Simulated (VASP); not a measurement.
Wanted: the native input for a VASP 6.6.1 run.

| Quantity | Value |
| --- | --- |
| Task | single point |
| Functional | PBEsol |
| Potentials or basis | VASP PAW PBE potentials, release 64 (W_sv) |
| Cutoff | 520 eV |
| k mesh | 12 × 12 × 12 |
| Occupations | fermi-dirac, width 0.05 eV |
| Spin | no spin polarisation |
| Dipole correction | no |
| Further INCAR settings | ALGO = Normal; EDIFF = 1e-06; NBANDS = 13 |

The structure of W lies in POSCAR:

```
W
1.0
   -1.5500431812      1.5500431812      1.5500431812
    1.5500431812     -1.5500431812      1.5500431812
    1.5500431812      1.5500431812     -1.5500431812
W
1
Direct
    0.0000000000      0.0000000000      0.0000000000
```

This cell differs from its parent crystal: volume scaled by 0.94.

One way to write it, as run:

INCAR

```
ALGO = Normal
EDIFF = 1E-6
ENCUT = 520
GGA = PS
ISIF = 2
ISMEAR = -1
LASPH = True
LCHARG = True
LELF = True
LREAL = False
LVHAR = True
LWAVE = False
NBANDS = 13
NELM = 60
PREC = Accurate
SIGMA = 0.05
```

KPOINTS

```
k-points
0
Gamma
  12 12 12
```

Potentials or basis: VASP PAW PBE potentials, release 64 (W_sv).

Run with:

```sh
$ cat potpaw_PBE.64/W_sv/POTCAR > POTCAR
$ mpirun -np 1 vasp_std > vasp.out
```

Results of the run:

```yaml
Pressure: 19.3 GPa
Band_gap_on_the_k_mesh: zero (band 7 reaches 17.85 eV, above the bottom of band 8 at 10.86 eV)
```

Caveat: the PAW data sets were made with another functional, which shifts forces and pressure a little; spin-orbit coupling is left out, which moves the levels of the heavy elements.

It took 4.5 s on 1 thread of Intel(R) Xeon(R) 6975P-C (Granite Rapids) (shared host), peak memory 0.13 GiB.
